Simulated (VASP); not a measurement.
**Hf3Si2W: relaxation of cell and atoms with PBE**

The system is Hf3Si2W.

```
CELL_PARAMETERS angstrom
3.62017 0.00000 0.00000
0.00000 3.62017 0.00000
0.00000 0.00000 7.97531
ATOMIC_POSITIONS crystal
Hf 0.50000 0.50000 0.00000
Hf 0.00000 0.50000 0.37863
Hf 0.50000 0.00000 0.62137
Si 0.00000 0.50000 0.73761
Si 0.50000 0.00000 0.26239
W 0.00000 0.00000 0.00000
```

The cell was generated, and may not be a known phase.

- Program: VASP 6.6.1
- Task: relaxation of cell and atoms
- Functional: PBE
- Potentials or basis: VASP PAW PBE potentials, release 64 (Hf_pv, Si, W_sv)
- Cutoff: 600 eV
- k mesh: 6 × 6 × 2
- Occupations: gaussian, width 0.1 eV
- Spin: no spin polarisation
- Dipole correction: no
- Further INCAR settings: ALGO = Fast; EDIFF = 1e-06; IBRION = 2; EDIFFG = -0.04; NSW = 90; ISIF = 3

The relaxed volume is 18.03 Å³/atom and the relaxed cell is a = 3.835 Å, b = 3.835 Å, c = 7.358 Å, α = 90.00°, β = 90.00°, γ = 90.00°. The space group after relaxing (to 0.1 Å) is P-4m2 (No. 115). The energy gained by relaxing is 193.3 meV/atom and the ionic steps are 12. The pressure after relaxing is 0.1 GPa. The largest force after relaxing is 0.014 eV/Å and the band gap on the k mesh is zero (bands 26 and 27 overlap by 1.23 eV).

Forces in eV/Å, atoms in the order of the input:
```
Hf   0.000  0.000  0.000
Hf   0.000  0.000  0.000
Hf   0.000  0.000  0.000
Si   0.000  0.000 -0.014
Si   0.000  0.000  0.014
W    0.000  0.000  0.000
```

Stress tensor (GPa, compression positive):
```
0.02 0.00 0.00
0.00 0.02 0.00
0.00 0.00 0.14
```

Step by step:
```
step  energy change (eV)  largest force (eV/Å)  pressure (GPa)  volume (Å³)
   1              0.0000                0.5403            7.85       104.52
   2             -0.6579                1.4188          -10.02       116.82
   3             -0.9476                1.0619           -5.50       112.39
   4             -1.0196                0.8805            5.46       105.13
   5             -1.0916                0.9877            0.45       108.06
   6             -1.1500                0.2114            0.83       107.75
   7             -1.1518                0.2202            0.94       107.68
   8             -1.1556                0.0837           -1.20       109.10
   9             -1.1570                0.1297           -0.49       108.61
  10             -1.1594                0.0490           -0.05       108.30
  11             -1.1594                0.0419           -0.02       108.27
  12             -1.1597                0.0143            0.06       108.20
```

Final structure:
```yaml
crystal:
  lattice:
    - [3.83470, 0.00000, 0.00000]
    - [0.00000, 3.83470, 0.00000]
    - [0.00000, 0.00000, 7.35829]
  atoms:
    - { symbol: Hf, position: [0.50000, 0.50000, 0.00000] }
    - { symbol: Hf, position: [0.00000, 0.50000, 0.36321] }
    - { symbol: Hf, position: [0.50000, 0.00000, 0.63679] }
    - { symbol: Si, position: [0.00000, 0.50000, 0.73673] }
    - { symbol: Si, position: [0.50000, 0.00000, 0.26327] }
    - { symbol: W, position: [0.00000, 0.00000, 0.00000] }
```

Levels at points of the mesh, in eV from the Fermi level:
| k point | band 22 | band 23 | band 24 | band 25 | band 26 | band 27 | band 28 | band 29 | band 30 | band 31 |
| --- | --- | --- | --- | --- | --- | --- | --- | --- | --- | --- |
| (0.00, 0.00, 0.00) | -2.11 | -1.58 | -0.10 | -0.10 | 0.17 | 0.92 | 0.92 | 1.35 | 1.67 | 2.62 |
| (0.50, 0.00, 0.00) | -1.67 | -1.67 | -0.90 | -0.56 | -0.21 | 0.22 | 0.95 | 0.99 | 1.77 | 2.95 |
| (0.50, 0.50, 0.00) | -1.77 | -1.74 | -0.96 | -0.81 | -0.64 | -0.64 | 1.11 | 2.72 | 2.72 | 3.41 |
| (0.00, 0.00, 0.50) | -1.60 | -1.58 | -0.89 | -0.60 | -0.60 | 1.06 | 1.06 | 1.22 | 2.72 | 2.72 |
| (0.50, 0.00, 0.50) | -1.84 | -1.63 | -0.52 | -0.13 | 0.00 | 0.47 | 0.63 | 0.97 | 1.51 | 1.97 |
| (0.50, 0.50, 0.50) | -1.84 | -1.84 | -1.64 | -1.56 | -0.93 | -0.86 | 1.16 | 2.74 | 2.74 | 3.62 |

Wall time 6.6 min on 1 thread of Intel(R) Xeon(R) 6975P-C (Granite Rapids) (shared host), peak memory 0.28 GiB.

Caveat: the k points lie up to 0.43 Å⁻¹ apart in the final cell, too coarse for converged energies and pressures of a metal; spin-orbit coupling is left out, which moves the levels of the heavy elements.
